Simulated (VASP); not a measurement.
# Ir (P6_3/mmc) in VASP: further runs, part 2 of 2

VASP 6.6.1.

### 4 Single point, r2SCAN

This run uses another cell than the first one, of 15.31 Å³/atom, 0.816 times its volume.

The input, POSCAR:

```
Ir
1.0
    2.7989532549      0.0000000000      0.0000000000
   -1.3994766274      2.4239646228      0.0000000000
    0.0000000000      0.0000000000      9.0271766845
Ir
4
Direct
    0.0000000000      0.0000000000      0.0000000000
    0.0000000000      0.0000000000      0.5000000000
    0.3333333333      0.6666666667      0.7500000000
    0.6666666667      0.3333333333      0.2500000000
```

The input, INCAR.step1:

```
  PREC = Accurate
  ENCUT = 520
  ISMEAR = 0
  SIGMA = 0.1
  LREAL = False
  LASPH = True
  NELM = 100
  NBANDS = 26
  GGA = PE
  ALGO = Normal
  EDIFF = 1E-4
  LWAVE = True
  LCHARG = False
```

The input, INCAR.step2:

```
  PREC = Accurate
  ENCUT = 520
  EDIFF = 1E-6
  ISMEAR = 0
  SIGMA = 0.1
  LREAL = False
  LASPH = True
  NELM = 100
  ALGO = Normal
  ISIF = 2
  LWAVE = False
  LCHARG = False
  METAGGA = R2SCAN
  LMIXTAU = True
  NBANDS = 26
  ISTART = 1
```

The input, KPOINTS:

```
regular mesh
0
Gamma
  9 9 2
```

Potentials or basis: VASP PAW PBE potentials, release 64 (Ir).

The run is started by

```
cat potpaw_PBE.64/Ir/POTCAR > POTCAR
cp INCAR.step1 INCAR
mpirun -np 1 vasp_std > vasp.out
cp INCAR.step2 INCAR
mpirun -np 1 vasp_std > vasp.out
```

OUTCAR:

```text
PREC = Accurate
   ENCUT = 520
   EDIFF = 1E-6
   ISMEAR = 0
   LREAL = False
   LASPH = True
   NELM = 100
   ISIF = 2
   METAGGA = R2SCAN
   ISTART = 1

 ion  position               nearest neighbor table
   1  0.000  0.000  0.000-   3 2.78   4 2.78   4 2.78   3 2.78   4 2.78   3 2.78
   2  0.000  0.000  0.500-   3 2.78   4 2.78   4 2.78   3 2.78   4 2.78   3 2.78
   3  0.333  0.667  0.750-   1 2.78   2 2.78   1 2.78   2 2.78   1 2.78   2 2.78
   4  0.667  0.333  0.250-   1 2.78   2 2.78   1 2.78   2 2.78   1 2.78   2 2.78

  LATTYP: Found a hexagonal cell.
 ALAT       =     2.7989532549
 C/A-ratio  =     3.2251973729

  Lattice vectors:

 A1 = (   2.7989532549,   0.0000000000,   0.0000000000)
 A2 = (  -1.3994766274,   2.4239646228,   0.0000000000)
 A3 = (   0.0000000000,   0.0000000000,   9.0271766845)

Analysis of symmetry for initial positions (statically):
=====================================================================
 Subroutine PRICEL returns:
 Original cell was already a primitive cell.

[... 172 lines left out ...]

  energy without entropy =     -209.00686020  energy(sigma->0) =     -209.01448619

 E-fermi :   8.8336     XC(G=0): -14.7846

 val. band max:        8.7868128746   @ k =   0.3333   0.1111   0.5000
 cond. band min:       8.9483499012   @ k =   0.3333   0.3333   0.0000
 fundamental gap:      0.1615370266
 Fermi energy:         8.8336038718

 k-point     1 :       0.0000    0.0000    0.0000
  band No.  band energies     occupation
      1      -1.8177      2.00000
      2       0.3953      2.00000
      3       0.4223      2.00000
      4       1.3063      2.00000
      5       4.8542      2.00000
      6       4.9006      2.00000
[... 685 lines left out ...]
     25      15.3239      0.00000
     26      15.3239      0.00000

------------------------ aborting loop because EDIFF is reached ----------------------------------------

  FORCE on cell =-STRESS in cart. coord.  units (eV):
  Direction    XX          YY          ZZ          XY          YZ          ZX
  --------------------------------------------------------------------------------------
  -------------------------------------------------------------------------------------
  Total       -8.2105821     -8.2105821     -7.7212093     -0.0000000      0.0000000      0.0000000
  in kB     -214.7883231   -214.7883231   -201.9863607     -0.0000000      0.0000000      0.0000000
  external PRESSURE =    -210.5210023 kB  Pullay stress =       0.0000000 kB

 VOLUME and BASIS-vectors are now :
 -----------------------------------------------------------------------------
  energy-cutoff  :      520.00
  volume of cell :       61.25
      direct lattice vectors                 reciprocal lattice vectors
     2.798953255  0.000000000  0.000000000     0.357276420  0.206273638  0.000000000
    -1.399476627  2.423964623  0.000000000     0.000000000  0.412547275  0.000000000
     0.000000000  0.000000000  9.027176685     0.000000000  0.000000000  0.110776607

 POSITION                                       TOTAL-FORCE (eV/Angst)
 -----------------------------------------------------------------------------------
      0.00000      0.00000      0.00000         0.000000      0.000000     -0.000000
      0.00000      0.00000      4.51359         0.000000      0.000000     -0.000000
     -0.00000      1.61598      6.77038        -0.000000      0.000000     -0.000000
      1.39948      0.80799      2.25679        -0.000000     -0.000000      0.000000
 -----------------------------------------------------------------------------------
    total drift:                                0.000000     -0.000000     -0.000000

  FREE ENERGIE OF THE ION-ELECTRON SYSTEM (eV)
  ---------------------------------------------------
  free  energy   TOTEN  =      -209.0221121846 eV

  energy  without entropy=     -209.0068601991  energy(sigma->0) =     -209.01448619
```

OSZICAR.step1:

```text
N       E                     dE             d eps       ncg     rms          rms(c)
DAV:   1     0.365882817225E+03    0.36588E+03   -0.16176E+04  1256   0.138E+03
DAV:   2    -0.184129343647E+02   -0.38430E+03   -0.36112E+03  1256   0.412E+02
DAV:   3    -0.369060859262E+02   -0.18493E+02   -0.17171E+02  1448   0.981E+01
DAV:   4    -0.374445589798E+02   -0.53847E+00   -0.53201E+00  1378   0.157E+01
DAV:   5    -0.374554964463E+02   -0.10937E-01   -0.10932E-01  1418   0.210E+00    0.248E+01
DAV:   6    -0.354194980133E+02    0.20360E+01   -0.35880E+00  1356   0.186E+01    0.970E+00
DAV:   7    -0.351340243077E+02    0.28547E+00   -0.10178E+00  1500   0.965E+00    0.313E+00
DAV:   8    -0.351162672469E+02    0.17757E-01   -0.60612E-02  1648   0.336E+00    0.227E+00
DAV:   9    -0.351068148258E+02    0.94524E-02   -0.31817E-02  1366   0.202E+00    0.121E+00
DAV:  10    -0.351020430930E+02    0.47717E-02   -0.87925E-03  1484   0.130E+00    0.390E-02
DAV:  11    -0.351020968004E+02   -0.53707E-04   -0.40094E-04  1252   0.152E-01
   1 F= -.35102097E+02 E0= -.35093524E+02  d E =-.171466E-01
```

Run time: 2.1 min. Hardware: 1 thread of Intel Xeon Platinum 8259CL at 2.50GHz (Skylake/Cascade Lake), shared host; peak memory 0.21 GiB.

What came out:

```
Free energy            : -209.0221 eV
Pressure               : -21.1 GPa
Band gap on the k mesh : zero (band 18 reaches 9.65 eV, above the bottom of band 19 at 7.44 eV)
```

Caveat: the PAW data sets were made with another functional, which shifts forces and pressure a little; spin-orbit coupling is left out, which moves the levels of the heavy elements.

### 5 Summary

| task | cell | k mesh | cutoff (eV) | gap on the mesh (eV) | pressure (GPa) |
| --- | --- | --- | --- | --- | --- |
| single point | a = 4.286, b = 4.286, c = 4.715 Å, angles 90.0, 90.0, 120.0°, 4 atoms | 6 × 6 × 2 | 520 | none | 1.0 |
| relaxation of cell and atoms | relaxed from a = 2.799, b = 2.799, c = 9.027 Å, angles 90.0, 90.0, 120.0°, 4 atoms | 9 × 9 × 2 | 600 | - | 0.0 |
| single point | a = 2.799, b = 2.799, c = 9.027 Å, angles 90.0, 90.0, 120.0°, 4 atoms | 9 × 9 × 2 | 520 | none | -21.1 |

Alike in all rows: level r2SCAN; potentials or basis VASP PAW PBE potentials, release 64 (Ir); no spin polarisation; smearing gaussian 0.1 eV.

Caveats: some runs use coarse meshes; the PAW data sets were made with another functional, which shifts forces and pressure a little; spin-orbit coupling is left out, which moves the levels of the heavy elements; the bands computed are all filled at some k points, so no gap is given (some runs).

Total energies depend on the potentials used, so only differences within one code and one set of settings carry meaning.
